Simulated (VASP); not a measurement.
Set up this calculation in VASP 6.6.1, as the native input.

```
Task                   : single point
Functional             : PBE
Potentials or basis    : VASP PAW PBE potentials, release 64 (Ni)
Cutoff                 : 520 eV
k mesh                 : 12 × 12 × 12
Occupations            : gaussian, width 0.15 eV
Spin                   : collinear spin, ferromagnetic start
Starting moments       : [0.64, 0.64] μB
Dipole correction      : no
Further INCAR settings : ALGO = Normal; EDIFF = 1e-07; NBANDS = 21
```

The structure of Ni lies in POSCAR:

```
Ni
1.0
    0.0000000000     -2.8004796278      0.0000000000
   -2.8004796278      0.0000000000      0.0000000000
    0.0000000000      0.0000000000     -2.8004796278
Ni
2
Direct
    0.5000000000      0.5000000000      0.5000000000
    0.0000000000      0.0000000000      0.0000000000
```

This isn't the form of Ni at room conditions, which is fcc.

One way to write it, as run:

INCAR

```
SYSTEM = Ni
PREC = Accurate
ENCUT = 520
EDIFF = 1E-7
ISMEAR = 0
SIGMA = 0.15
LREAL = .FALSE.
LASPH = .TRUE.
NELM = 150
ALGO = Normal
ISIF = 2
LWAVE = .FALSE.
LCHARG = .FALSE.
ISPIN = 2
MAGMOM = 0.64 0.64
LORBIT = 11
LMAXMIX = 4
GGA = PE
NBANDS = 21
```

KPOINTS

```
regular mesh
0
G
  12 12 12
  0 0 0
```

Potentials or basis: VASP PAW PBE potentials, release 64 (Ni).

Command:

```sh
$ cat potpaw_PBE.64/Ni/POTCAR > POTCAR
$ mpirun -np 1 vasp_std > vasp.out
```

Results of the run:

The pressure is -0.1 GPa and the net moment is 1.05 μB per cell. The site moments are Ni +0.54 μB and the valence electrons inside the program's atomic spheres are Ni 9.30.

Run time: 56 s on 1 thread of Intel(R) Xeon(R) Platinum 8259CL CPU @ 2.50GHz (Skylake/Cascade Lake) (shared host), peak memory 0.18 GiB.
